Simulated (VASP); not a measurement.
A run of VASP 6.6.1 is set up as follows.

File POSCAR:

```
GaN
1.0
    0.0000000000      2.2491509455      2.2491509455
    2.2491509455      0.0000000000      2.2491509455
    2.2491509455      2.2491509455      0.0000000000
Ga N
1 1
Direct
    0.0000000000      0.0000000000      0.0000000000
    0.2500000000      0.2500000000      0.2500000000
```

INCAR.step1

```
PREC = Accurate
ENCUT = 500
EDIFF = 1E-8
ISMEAR = 0
SIGMA = 0.01
LREAL = False
LASPH = True
NELM = 100
ALGO = Normal
LWAVE = True
LCHARG = False
GGA = PS
```

INCAR.step2

```
PREC = Accurate
ENCUT = 500
EDIFF = 1E-8
ISMEAR = 0
SIGMA = 0.01
LREAL = False
LASPH = True
NELM = 1
ALGO = Exact
LWAVE = True
LCHARG = False
GGA = PS
NBANDS = 60
LOPTICS = True
ISTART = 1
```

The input INCAR.step3:

```
PREC = Accurate
ENCUT = 500
EDIFF = 1E-8
ISMEAR = 0
SIGMA = 0.01
LREAL = False
LASPH = True
ALGO = EVGW0
LWAVE = False
LCHARG = False
GGA = PS
NELMGW = 1
NBANDS = 60
ENCUTGW = 100.0
NOMEGA = 48
PRECFOCK = Fast
ISTART = 1
NBANDSGW = 17
```

File KPOINTS:

```
Automatic mesh
0
Gamma
  6 6 6
```

Potentials or basis: VASP PAW PBE potentials, release 64 (Ga_d_GW, N_GW).

Launch:

```bash
$ cat potpaw_PBE.64/Ga_d_GW/POTCAR potpaw_PBE.64/N_GW/POTCAR > POTCAR
$ cp INCAR.step1 INCAR
$ mpirun -np 1 vasp_std > vasp.out
$ cp INCAR.step2 INCAR
$ mpirun -np 1 vasp_std > vasp.out
$ cp INCAR.step3 INCAR
$ mpirun -np 1 vasp_std > vasp.out
```

Question: What does it give for the quasiparticle gap?

Answer: 2.91 eV.

Question: Predict the least direct quasiparticle gap.

Answer: 2.91 eV.

Question: Predict the band gap of the starting levels on the mesh.

Answer: 1.72 eV.

Caveat: the k points lie up to 0.40 Å⁻¹ apart; bands, screening cutoff and mesh are small and nothing is extrapolated, so the quasiparticle values aren't converged.
